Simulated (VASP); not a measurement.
# Sb (P2_1/m) in VASP: further runs

The runs below take Sb through single point, with LDA, PBEsol.

All numbers are computed with VASP 6.6.1; they aren't measurements. Logs are shortened: lines on timing, memory, paths and dates and some standing lists are left out, and cuts for length are marked.

### Step 1. The cell of the first run

Symmetry: P2_1/m, No. 11, monoclinic system. Conventional cell: a = 4.528 Å, b = 4.421 Å, c = 6.500 Å, α = 90.00°, β = 101.72°, γ = 90.00°. Within 3.8 Å of Sb (site symmetry m) lie 7 Sb at 2.92 to 3.75 Å. Sb (site symmetry m) has 7 Sb at 2.92 to 3.74 Å within 3.8 Å.

### Step 2. Single point, LDA, non-collinear spin, zero start, spin-orbit coupling

INCAR

```
  PREC = Accurate
  ENCUT = 520
  EDIFF = 1E-6
  ISMEAR = 0
  SIGMA = 0.1
  LREAL = F
  LASPH = T
  NELM = 150
  ALGO = Normal
  ISIF = 2
  LWAVE = F
  LCHARG = F
  MAGMOM = 0 0 0 0 0 0 0 0 0 0 0 0
  LORBIT = 11
  LSORBIT = T
  GGA_COMPAT = F
  LORBMOM = T
  GGA = CA
  NBANDS = 34
```

KPOINTS

```
Automatic mesh
0
Gamma
  5 5 4
```

POSCAR

```
Sb
1.0
    4.5277000000      0.0000000000      0.0000000000
    0.0000000000      4.4211000000      0.0000000000
   -1.3205190000      0.0000000000      6.3643480000
Sb
4
Direct
    0.3399300000      0.2500000000      0.6836700000
    0.9366380000      0.7500000000      0.7627580000
    0.0633620000      0.2500000000      0.2372420000
    0.6600700000      0.7500000000      0.3163300000
```

Potentials or basis: VASP PAW LDA potentials, release 64 (Sb).

Command:

```bash
$ cat potpaw_LDA.64/Sb/POTCAR > POTCAR
$ mpirun -np 1 vasp_ncl > vasp.out
```

OUTCAR:

```text
PREC = Accurate
   ENCUT = 520
   EDIFF = 1E-6
   ISMEAR = 0
   LREAL = F
   LASPH = T
   NELM = 150
   ISIF = 2
   LORBIT = 11
   LSORBIT = T
   GGA = CA

 ion  position               nearest neighbor table
   1  0.340  0.250  0.684-   3 2.92   2 2.98   2 2.98   2 3.45   2 3.45   4 3.75   4 3.75
   2  0.937  0.750  0.763-   4 2.92   1 2.98   1 2.98   1 3.45   1 3.45   3 3.74   3 3.74
   3  0.063  0.250  0.237-   1 2.92   4 2.98   4 2.98   4 3.45   4 3.45   2 3.74   2 3.74
   4  0.660  0.750  0.316-   2 2.92   3 2.98   3 2.98   3 3.45   3 3.45   1 3.75   1 3.75

  LATTYP: Found a simple monoclinic cell.
 ALAT       =     4.5277000000
 B/A-ratio  =     0.9764560373
 C/A-ratio  =     1.4355853266
 COS(beta)  =    -0.2031599047

  Lattice vectors:

 A1 = (   4.5277000000,   0.0000000000,   0.0000000000)
 A2 = (   0.0000000000,   4.4211000000,   0.0000000000)
 A3 = (  -1.3205190000,   0.0000000000,   6.3643480000)

Analysis of symmetry for initial positions (statically):
=====================================================================
 Subroutine PRICEL returns:
 Original cell was already a primitive cell.

 Routine SETGRP: Setting up the symmetry group for a
 simple monoclinic supercell.

 Subroutine GETGRP returns: Found  4 space group operations
 (whereof  2 operations were pure point group operations)
 out of a pool of  4 trial point group operations.

The static configuration has the point symmetry S_2 .
 The point group associated with its full space group is C_2h.

Analysis of symmetry for dynamics (positions and initial velocities):
=====================================================================
 Subroutine PRICEL returns:
 Original cell was already a primitive cell.

 Routine SETGRP: Setting up the symmetry group for a
 simple monoclinic supercell.

 Subroutine GETGRP returns: Found  4 space group operations
 (whereof  2 operations were pure point group operations)
 out of a pool of  4 trial point group operations.

The dynamic configuration has the point symmetry S_2 .
 The point group associated with its full space group is C_2h.

Analysis of structural, dynamic, and magnetic symmetry:
=====================================================================
 Subroutine PRICEL returns:
 Original cell was already a primitive cell.

 Routine SETGRP: Setting up the symmetry group for a
 simple monoclinic supercell.

 Subroutine GETGRP returns: Found  4 space group operations
 (whereof  2 operations were pure point group operations)
 out of a pool of  4 trial point group operations.

The overall configuration has the point symmetry S_2 .
 The point group associated with its full space group is C_2h.

 Subroutine INISYM returns: Found  4 space group operations
 (whereof  2 operations are pure point group operations),
 and found     1 'primitive' translations

----------------------------------------------------------------------------------------

                                     Primitive cell

  volume of cell :     127.3978

  direct lattice vectors                    reciprocal lattice vectors
     4.527700000  0.000000000  0.000000000     0.220862690  0.000000000  0.045826120
     0.000000000  4.421100000  0.000000000     0.000000000  0.226188053  0.000000000
    -1.320519000  0.000000000  6.364348000     0.000000000  0.000000000  0.157125286

  length of vectors
     4.527700000  4.421100000  6.499899683     0.225566755  0.226188053  0.157125286

  position of ions in fractional coordinates (direct lattice)
     0.339930000  0.250000000  0.683670000
     0.936638000  0.750000000  0.762758000
     0.063362000  0.250000000  0.237242000
     0.660070000  0.750000000  0.316330000

  ion indices of the primitive-cell ions
   primitive index   ion index
                 1           1
                 2           2
                 3           3
                 4           4

----------------------------------------------------------------------------------------

 KPOINTS: Automatic mesh

Automatic generation of k-mesh.
 Grid dimensions read from file:
 generate k-points for:    5    5    4

 Generating k-lattice:

  Cartesian coordinates                     Fractional coordinates (reciprocal lattice)
     0.044172538  0.000000000  0.009165224     0.200000000  0.000000000  0.000000000
     0.000000000  0.045237611  0.000000000     0.000000000  0.200000000  0.000000000
     0.000000000  0.000000000  0.039281322     0.000000000  0.000000000  0.250000000

  Length of vectors
     0.045113351  0.045237611  0.039281322

  Shift w.r.t. Gamma in fractional coordinates (k-lattice)
     0.000000000  0.000000000  0.000000000

 Subroutine IBZKPT returns following result:
 ===========================================
[... 65 lines left out ...]
   IALGO  =     38    algorithm
   IMIX   =      4    mixing-type and parameters
     AMIX     =   0.40;   BMIX     =  1.00
     AMIX_MAG =   1.60;   BMIX_MAG =  1.00
  volume/ion in A,a.u.               =      31.85       214.93
  Fermi-wavevector in a.u.,A,eV,Ry     =   0.883143  1.668898 10.611741  0.779941
  Thomas-Fermi vector in A             =   2.003869
   LORBIT       =     11    0 simple, 1 ext, 2 COOP (PROOUT), +10 PAW based schemes
   GGA     = CA    functional components
   LHFCALC =     F    Hartree Fock is set to
   AEXX    =    0.0000 exact exchange contribution
   IVDW    =     0    specifies the selected vdW correction
   LEPSILON=     F    determine dielectric tensor
   LRPA    =     F    only Hartree local field effects (RPA)
 Gauss-broadening in eV      SIGMA  =   0.10
  energy-cutoff  :      520.00
  volume of cell :      127.40
 maximum number of plane-waves:      6900
 NGX is ok and might be reduce to    36
   NGX = 17   NGY = 17   NGZ = 25

 number of electron      19.9999999 magnetization       0.0000000      0.0000015      0.0000000

 number of electron      19.9999999 magnetization       0.0000000      0.0000004     -0.0000000

 number of electron      19.9999999 magnetization       0.0000000     -0.0000002     -0.0000000

 number of electron      19.9999999 magnetization      -0.0000000     -0.0000001     -0.0000000

 Free energy of the ion-electron system (eV)
  ---------------------------------------------------
  ext. energy  EPLUGINS =         0.00000000
  ---------------------------------------------------
  free energy    TOTEN  =       -19.00040466 eV

  energy without entropy =      -18.99669850  energy(sigma->0) =      -18.99855158

 E-fermi :   6.2553     XC(G=0):  -9.5050

 val. band max:        6.2130145179   @ k =   0.0000   0.0000   0.0000
 cond. band min:       6.2879645904   @ k =   0.4000   0.0000   0.2500
 fundamental gap:      0.0749500725
 Fermi energy:         6.2552793871

 k-point     1 :       0.0000    0.0000    0.0000
  band No.  band energies     occupation
      1      -5.9500      1.00000
      2      -5.9500      1.00000
      3      -3.5436      1.00000
      4      -3.5436      1.00000
      5      -1.0850      1.00000
      6      -1.0850      1.00000
[... 829 lines left out ...]
     31      10.4425      0.00000
     32      10.4425      0.00000

 [... further k-points ...]

 [bands above 32 left out]

------------------------ aborting loop because EDIFF is reached ----------------------------------------

  FORCE on cell =-STRESS in cart. coord.  units (eV):
  Direction    XX          YY          ZZ          XY          YZ          ZX
  --------------------------------------------------------------------------------------
  -------------------------------------------------------------------------------------
  Total       -2.6536761     -2.7442254     -2.3634125      0.0000000      0.0000000      0.1737311
  in kB      -33.3731032    -34.5118673    -29.7226962      0.0000000      0.0000000      2.1848739
  external PRESSURE =     -32.5358889 kB  Pullay stress =       0.0000000 kB

 VOLUME and BASIS-vectors are now :
 -----------------------------------------------------------------------------
  energy-cutoff  :      520.00
  volume of cell :      127.40
      direct lattice vectors                 reciprocal lattice vectors
     4.527700000  0.000000000  0.000000000     0.220862690  0.000000000  0.045826120
     0.000000000  4.421100000  0.000000000     0.000000000  0.226188053  0.000000000
    -1.320519000  0.000000000  6.364348000     0.000000000  0.000000000  0.157125286

 POSITION                                       TOTAL-FORCE (eV/Angst)
 -----------------------------------------------------------------------------------
      0.63630      1.10528      4.35111        -0.025153      0.000000     -0.047149
      3.23358      3.31583      4.85446        -0.000439      0.000000     -0.115489
     -0.02640      1.10528      1.50989         0.000439     -0.000000      0.115489
      2.57088      3.31583      2.01323         0.025153     -0.000000      0.047149
 -----------------------------------------------------------------------------------
    total drift:                                0.000000      0.000000     -0.000000

  FREE ENERGIE OF THE ION-ELECTRON SYSTEM (eV)
  ---------------------------------------------------
  free  energy   TOTEN  =       -19.0004046635 eV

  energy  without entropy=      -18.9966984977  energy(sigma->0) =      -18.99855158

 orbital moment (x)

 # of ion     p       d       tot
 ----------------------------------------
  1         0.000  -0.000  -0.000
  2         0.000   0.000   0.000
  3         0.000  -0.000  -0.000
  4         0.000  -0.000  -0.000
 ----------------------------------------
            0.000  -0.000  -0.000

 orbital moment (y)

 # of ion     p       d       tot
 ----------------------------------------
  1         0.000  -0.000   0.000
  2        -0.000  -0.000  -0.000
  3        -0.000  -0.000  -0.000
  4         0.000  -0.000   0.000
 ----------------------------------------
            0.000  -0.000   0.000

 orbital moment (z)

 # of ion     p       d       tot
 ----------------------------------------
  1         0.000   0.000   0.000
  2         0.000   0.000   0.000
  3         0.000   0.000   0.000
  4         0.000   0.000   0.000
 ----------------------------------------
            0.000   0.000   0.000

 Spin-Orbit-Coupling matrix elements

 Ion:    1  E_soc:     -0.1488966
 l=   1
     0.0000000    -0.0230289    -0.0266357
    -0.0230289     0.0000000    -0.0244316
    -0.0266357    -0.0244316     0.0000000
 l=   2
     0.0000000    -0.0000349     0.0000000    -0.0000414    -0.0000524
    -0.0000349     0.0000000    -0.0000822    -0.0000301    -0.0000124
     0.0000000    -0.0000822     0.0000000    -0.0000854     0.0000000
    -0.0000414    -0.0000301    -0.0000854     0.0000000    -0.0000131
    -0.0000524    -0.0000124     0.0000000    -0.0000131     0.0000000
 l=   3
     0.0000000     0.0000000     0.0000000     0.0000000     0.0000000     0.0000000     0.0000000
     0.0000000     0.0000000     0.0000000     0.0000000     0.0000000     0.0000000     0.0000000
     0.0000000     0.0000000     0.0000000     0.0000000     0.0000000     0.0000000     0.0000000
     0.0000000     0.0000000     0.0000000     0.0000000     0.0000000     0.0000000     0.0000000
[... 49 lines left out ...]
 l=   2
     0.0000000    -0.0000349     0.0000000    -0.0000414    -0.0000524
    -0.0000349     0.0000000    -0.0000822    -0.0000301    -0.0000124
     0.0000000    -0.0000822     0.0000000    -0.0000854     0.0000000
    -0.0000414    -0.0000301    -0.0000854     0.0000000    -0.0000131
    -0.0000524    -0.0000124     0.0000000    -0.0000131     0.0000000
 l=   3
     0.0000000     0.0000000     0.0000000     0.0000000     0.0000000     0.0000000     0.0000000
     0.0000000     0.0000000     0.0000000     0.0000000     0.0000000     0.0000000     0.0000000
     0.0000000     0.0000000     0.0000000     0.0000000     0.0000000     0.0000000     0.0000000
     0.0000000     0.0000000     0.0000000     0.0000000     0.0000000     0.0000000     0.0000000
     0.0000000     0.0000000     0.0000000     0.0000000     0.0000000     0.0000000     0.0000000
     0.0000000     0.0000000     0.0000000     0.0000000     0.0000000     0.0000000     0.0000000
     0.0000000     0.0000000     0.0000000     0.0000000     0.0000000     0.0000000     0.0000000

 total charge

# of ion       s       p       d       tot
------------------------------------------
    1        1.223   1.146   0.031   2.400
    2        1.237   1.114   0.034   2.385
    3        1.237   1.114   0.034   2.385
    4        1.223   1.146   0.031   2.400
--------------------------------------------------
tot          4.919   4.521   0.130   9.570

 magnetization (x)

# of ion       s       p       d       tot
------------------------------------------
    1        0.000   0.000   0.000   0.000
    2        0.000   0.000   0.000   0.000
    3        0.000   0.000   0.000   0.000
    4        0.000   0.000   0.000   0.000
--------------------------------------------------
tot          0.000   0.000   0.000   0.000

 magnetization (y)

# of ion       s       p       d       tot
------------------------------------------
    1        0.000   0.000  -0.000   0.000
    2       -0.000   0.000  -0.000   0.000
    3       -0.000   0.000  -0.000   0.000
    4        0.000   0.000  -0.000   0.000
--------------------------------------------------
tot          0.000   0.000  -0.000   0.000

 magnetization (z)

# of ion       s       p       d       tot
------------------------------------------
    1        0.000   0.000   0.000   0.000
    2        0.000   0.000   0.000   0.000
    3        0.000   0.000   0.000   0.000
    4        0.000   0.000   0.000   0.000
--------------------------------------------------
tot          0.000   0.000   0.000   0.000
```

Wall time 91 s (1 thread of Intel Xeon 6975P-C (Granite Rapids), shared host); peak memory 0.46 GiB.

What came out:

| Quantity | Value |
| --- | --- |
| Free energy | -19.0004 eV |
| Pressure | -3.3 GPa |
| Largest force | 0.115 eV/Å |
| Net moment | 0.00 μB per cell |
| Valence electrons inside the program's atomic spheres | Sb 2.40, 2.38 (each value once) |

Forces on the atoms (eV/Å):
```
Sb  -0.025  0.000 -0.047
Sb   0.000  0.000 -0.115
Sb   0.000  0.000  0.115
Sb   0.025  0.000  0.047
```

Stress tensor (GPa, compression positive):
```
-3.34  0.00  0.22
 0.00 -3.45  0.00
 0.22  0.00 -2.97
```

Moments on the atoms (μB; x, y, z):
```
Sb  0.00 0.00 0.00
Sb  0.00 0.00 0.00
Sb  0.00 0.00 0.00
Sb  0.00 0.00 0.00
```

Caveat: the cell stands under tension.

(Part 1 of 2 ends here.)
